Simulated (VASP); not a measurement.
The system is Ge.

```
Ge
1.0
     0.00000    2.86614    2.86614
     2.86614    0.00000    2.86614
     2.86614    2.86614    0.00000
Ge
2
Cartesian
  4.2992 4.2992 4.2992
  2.8661 2.8661 2.8661
```

Base run:

| Quantity | Value |
| --- | --- |
| Program | VASP 6.6.1 |
| Functional | PBE exchange alone |
| Potentials or basis | VASP PAW PBE potentials, release 64 (Ge_d) |
| Cutoff | 520 eV |
| k mesh | 8 × 8 × 8 |
| Occupations | fermi-dirac, width 0.05 eV |
| Spin | no spin polarisation |

Its results: pressure 10.3 GPa.

Q: After a change of settings the same cell gave: pressure -1.9 GPa. Which change was it?
A. functional from PBE exchange alone to PBE
B. functional from PBE exchange alone to PBE; further incar settings from ALGO = Normal; EDIFF = 1e-06; NBANDS = 21 to ALGO = Normal; EDIFF = 1e-07; NBANDS = 21
C. functional from PBE exchange alone to LDA; potentials or basis from VASP PAW PBE potentials, release 64 (Ge_d) to VASP PAW LDA potentials, release 64 (Ge_d)
D. functional from PBE exchange alone to r2SCAN

A: D.

Caveats: the PAW data sets were made with another functional, which shifts forces and pressure a little (some runs).
